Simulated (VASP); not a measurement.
**ZnRuC6N6: relaxation of cell and atoms with PBE**

The system is ZnRuC6N6.

```
CELL_PARAMETERS angstrom
0.00000 5.07200 5.07200
5.07200 0.00000 5.07200
5.07200 5.07200 0.00000
ATOMIC_POSITIONS crystal
Zn 0.00000 0.00000 0.00000
Ru 0.50000 0.50000 0.50000
C 0.81102 0.18898 0.18898
C 0.18898 0.81102 0.18898
C 0.18898 0.18898 0.81102
C 0.18898 0.81102 0.81102
C 0.81102 0.18898 0.81102
C 0.81102 0.81102 0.18898
N 0.69568 0.30432 0.30432
N 0.30432 0.69568 0.30432
N 0.30432 0.30432 0.69568
N 0.30432 0.69568 0.69568
N 0.69568 0.30432 0.69568
N 0.69568 0.69568 0.30432
```

```json
{
 "Program": "VASP 6.6.1",
 "Task": "relaxation of cell and atoms",
 "Functional": "PBE",
 "Potentials or basis": "VASP PAW PBE potentials, release 64 (Zn, Ru_pv, C, N)",
 "Cutoff": "600 eV",
 "k mesh": "4 × 4 × 4",
 "Occupations": "gaussian, width 0.1 eV",
 "Spin": "collinear spin, ferromagnetic start",
 "Starting moments": "[0.0, 1.0, 0.0, 0.0, 0.0, 0.0, 0.0, 0.0, 0.0, 0.0, 0.0, 0.0, 0.0, 0.0] μB",
 "Dipole correction": "no",
 "Further INCAR settings": "ALGO = Normal; EDIFF = 1e-06; IBRION = 2; EDIFFG = -0.04; NSW = 90; ISIF = 3"
}
```

* Relaxed volume: 22.06 Å³/atom
* Relaxed cell: a = 7.588 Å, b = 7.588 Å, c = 7.588 Å, α = 60.00°, β = 60.00°, γ = 60.00°
* Space group after relaxing (to 0.1 Å): Fm-3m (No. 225)
* Energy gained by relaxing: 129.2 meV/atom
* Ionic steps: 21
* Pressure after relaxing: 0.0 GPa
* Largest force after relaxing: 0.004 eV/Å
* Band gap on the k mesh: zero (filled and empty bands overlap)
* Net moment: 1.98 μB per cell
* Site moments: Zn +0.03; Ru +1.20; C +0.06; N +0.01 μB
* Valence electrons inside the program's atomic spheres: Zn 10.72; Ru 12.49; C 2.52; N 3.91

Forces in eV/Å, atoms in the order of the input:
```
Zn   0.000  0.000  0.000
Ru   0.000  0.000  0.000
C    0.004  0.000  0.000
C    0.000  0.004  0.000
C    0.000  0.000  0.004
C   -0.004  0.000  0.000
C    0.000 -0.004  0.000
C    0.000  0.000 -0.004
N    0.001  0.000  0.000
N    0.000  0.001  0.000
N    0.000  0.000  0.001
N   -0.001  0.000  0.000
N    0.000 -0.001  0.000
N    0.000  0.000 -0.001
```

Step by step:
```tsv
step	energy change (eV)	largest force (eV/Å)	pressure (GPa)	volume (Å³)
1	0.0000	2.6109	6.73	260.96
2	2.5736	15.9420	16.05	291.65
3	-0.4559	3.9470	8.75	269.66
4	-1.0720	2.8216	4.92	281.58
5	-1.5711	1.0779	-0.48	304.03
6	-1.5904	0.7592	-1.37	308.76
7	-1.5913	0.7002	-1.53	309.65
8	-1.6314	0.5849	-1.36	308.84
9	-1.7251	0.5216	-0.86	306.41
10	-1.7751	0.6371	0.46	301.60
11	-1.7814	0.5774	0.08	302.87
12	-1.7460	1.2915	2.13	302.05
13	-1.7892	0.0945	0.66	302.62
14	-1.7947	0.0940	0.54	303.71
15	-1.8051	0.0943	0.15	307.00
16	-1.8000	0.0939	-0.61	313.66
17	-1.8072	0.0974	-0.13	309.36
18	-1.8068	0.2448	-0.30	309.33
19	-1.8076	0.1033	-0.21	309.35
20	-1.8083	0.0559	-0.09	309.12
21	-1.8085	0.0041	0.02	308.88
```

Final structure:
```
Zn Ru C N
1.0
     0.00000    5.36524    5.36524
     5.36524    0.00000    5.36524
     5.36524    5.36524    0.00000
Zn Ru C N
1 1 6 6
Direct
  0.00000 0.00000 0.00000
  0.50000 0.50000 0.50000
  0.79495 0.20505 0.20505
  0.20505 0.79495 0.20505
  0.20505 0.20505 0.79495
  0.20505 0.79495 0.79495
  0.79495 0.20505 0.79495
  0.79495 0.79495 0.20505
  0.68539 0.31461 0.31461
  0.31461 0.68539 0.31461
  0.31461 0.31461 0.68539
  0.31461 0.68539 0.68539
  0.68539 0.31461 0.68539
  0.68539 0.68539 0.31461
```

Levels at points of the mesh, in eV from the Fermi level:
Spin up:
```tsv
k point	band 37	band 38	band 39	band 40	band 41	band 42	band 43	band 44	band 45	band 46
(0.00, 0.00, 0.00)	-0.92	-0.92	-0.92	-0.53	-0.53	4.01	4.01	5.15	5.15	5.15
(0.50, 0.00, 0.00)	-0.71	-0.71	-0.67	-0.13	-0.13	3.83	3.83	4.56	4.82	4.82
(0.50, 0.50, 0.00)	-0.92	-0.59	-0.59	-0.53	-0.35	3.70	4.02	5.13	5.14	5.36
```
Spin down:
```
           k point  band 36  band 37  band 38  band 39  band 40  band 41  band 42  band 43
(0.00, 0.00, 0.00)    -1.92    -0.37    -0.37    -0.17    -0.17    -0.17     4.38     4.38
(0.50, 0.00, 0.00)    -1.89    -0.01    -0.01     0.04     0.04     0.06     4.21     4.21
(0.50, 0.50, 0.00)    -1.75    -0.36    -0.21    -0.17     0.17     0.17     4.08     4.39
```

It took 23 min on 4 MPI ranks on Intel(R) Xeon(R) 6975P-C (Granite Rapids) (shared host), peak memory 0.86 GiB a rank.

Caveat: the volume moved by over 15 % at a fixed basis, so the end points are rough.
